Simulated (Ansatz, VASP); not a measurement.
**Two plane-wave programs on InSb**

```xyz
2
Lattice="0.0000 3.0750 3.0750 3.0750 0.0000 3.0750 3.0750 3.0750 0.0000" Properties=species:S:1:pos:R:3 pbc="T T T"
In    0.0000    0.0000    0.0000
Sb    3.0750    3.0750    3.0750
```

Alike in both runs: functional PBE; k mesh 11 × 11 × 11; occupations fermi-dirac, width 0.05 eV; no spin polarisation.

Ansatz relaxed the structure, and its values are those at the end. VASP's run is a single point on that final structure, the one shown.

```csv
,VASP,Ansatz
version,VASP 6.6.1,Ansatz 0.2.0
potentials or method,"VASP PAW PBE potentials, release 64 (In_d, Sb)","PAW with Ansatz's default frozen-core files, scalar-relativistic"
plane-wave cutoff (eV),520,420
valence electrons in the cell,18,28
```

```csv
,VASP,Ansatz,Ansatz less VASP
pressure (GPa),0.0,0.0,-0.03
```

With one functional, cell and mesh, what is left measures potentials, basis and numerics. VASP's potentials hold 18 valence electrons a cell and Ansatz's 28, so a difference there can come from the potentials and not from the codes.

Spin-orbit coupling is off throughout.
